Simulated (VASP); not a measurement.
Runs of VASP 6.6.1 on SnO. The structure is that of space group P4/nmm (No. 129), or close to it. The cells are those of the table. 

```tsv
task	level	cell	k mesh	cutoff (eV)	gap on the mesh (eV)	pressure (GPa)	largest force (eV/Å)
relaxation of cell and atoms	PBE	relaxed from a = 3.815, b = 3.815, c = 4.852 Å, 4 atoms	6 × 6 × 4	600	0.43	0.1	0.01
single point	PBE	a = 3.807, b = 3.807, c = 4.936 Å, 4 atoms	10 × 10 × 8	520	0.23	4.3	0.59
single point	r2SCAN	a = 3.806, b = 3.806, c = 4.912 Å, 4 atoms	10 × 10 × 8	520	(b)	0.7	0.14
single point	RPBE	a = 3.807, b = 3.807, c = 4.936 Å, 4 atoms	10 × 10 × 8	520	0.22	6.9	0.78
single point	PBE	a = 3.868, b = 3.868, c = 5.043 Å, 4 atoms	6 × 6 × 4	520	(a)	0.2	0.07
```

Alike in all rows: potentials or basis VASP PAW PBE potentials, release 64 (Sn_d, O); no spin polarisation; smearing gaussian 0.05 eV.

Q: Estimate the missing entries.

A: (a) 0.47; (b) 0.32.

Caveats: spin-orbit coupling is left out, which moves the levels of the heavy elements; the PAW data sets were made with another functional, which shifts forces and pressure a little (some runs).

A k mesh can miss the band edges, and the runs leave out spin-orbit coupling on Sn.
